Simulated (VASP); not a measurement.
LiAl2:

```
Li Al
1.0
     4.26321    0.00000    0.00000
    -2.13161    3.69205    0.00000
     0.00000    0.00000    2.71008
Li Al
1 2
Direct
  0.00000 0.00000 0.00000
  0.33333 0.66667 0.50000
  0.66667 0.33333 0.50000
```

- Program: VASP 6.6.1
- Task: relaxation of cell and atoms
- Functional: PBE
- Potentials or basis: VASP PAW PBE potentials, release 64 (Li_sv, Al)
- Cutoff: 600 eV
- k mesh: 6 × 6 × 6
- Occupations: gaussian, width 0.1 eV
- Spin: no spin polarisation

At the start: pressure 16.3 GPa; volume 14.22 Å³/atom.

Question: Where does the relaxation end?

Answer: Over 9 steps the energy falls by 155.2 meV/atom and the volume is 17.89 Å³/atom (+25.8 %); space group P6/mmm (No. 191, to 0.1 Å) before and after.

The path:
```tsv
step	energy change (eV)	largest force (eV/Å)	pressure (GPa)	volume (Å³)
1	0.0000	0.0000	16.32	42.66
2	-0.4264	0.0000	0.29	52.23
3	-0.4266	0.0000	0.09	52.43
4	-0.4291	0.0000	0.07	52.55
5	-0.4348	0.0000	-0.12	52.90
6	-0.4641	0.0000	-0.30	53.54
7	-0.3979	0.0000	0.91	54.63
8	-0.4653	0.0000	-0.24	53.74
9	-0.4656	0.0000	-0.27	53.68
```

Final structure:
```xyz
3
Lattice="4.5055 0.0000 0.0000 -2.2528 3.9019 0.0000 0.0000 0.0000 3.0532" Properties=species:S:1:pos:R:3 pbc="T T T"
Li    0.0000    0.0000    0.0000
Al    0.0000    2.6013    1.5266
Al    2.2528    1.3006    1.5266
```

Caveat: the k points lie up to 0.34 Å⁻¹ apart in the final cell, too coarse for converged energies and pressures of a metal; the cutoff is under 1.25 times the usual one of these potentials, so pressure, stress and relaxed cells hold a basis-set (Pulay) error; the volume moved by over 15 % at a fixed basis, so the end points are rough.
